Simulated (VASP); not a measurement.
Input of a VASP 6.6.1 run:

The input INCAR:

```
SYSTEM = Co
ALGO = Fast
EDIFF = 1E-6
ENCUT = 520
GGA = PE
ISIF = 2
ISMEAR = 0
ISPIN = 2
LASPH = .TRUE.
LCHARG = .FALSE.
LMAXMIX = 4
LORBIT = 11
LREAL = .FALSE.
LWAVE = .FALSE.
MAGMOM = 3 3 3 3 3 3 3 3
NBANDS = 50
NELM = 150
PREC = Accurate
SIGMA = 0.1
```

Contents of KPOINTS:

```
k-points
0
G
  4 4 4
  0 0 0
```

POSCAR

```
Co
1.0
    4.4463256919      0.0000000000      0.0000000000
    0.0000000000      4.4463256919      0.0000000000
    0.0000000000      0.0000000000      4.4463256919
Co
8
Direct
    0.5000000000      0.5000000000      0.5000000000
    0.0000000000      0.0000000000      0.0000000000
    0.2500000000      0.0000000000      0.5000000000
    0.5000000000      0.2500000000      0.0000000000
    0.5000000000      0.7500000000      0.0000000000
    0.7500000000      0.0000000000      0.5000000000
    0.0000000000      0.5000000000      0.7500000000
    0.0000000000      0.5000000000      0.2500000000
```

Potentials or basis: VASP PAW PBE potentials, release 64 (Co).

Command:

```console
$ cat potpaw_PBE.64/Co/POTCAR > POTCAR
$ mpirun -np 1 vasp_std > vasp.out
```

**Question.** Estimate the net moment.

**Answer.** 13.49 μB per cell.

**Question.** Predict the site moments.

**Answer.** Co +1.63, +1.73 (each value once) μB.

**Question.** Predict the pressure.

**Answer.** 2.0 GPa.
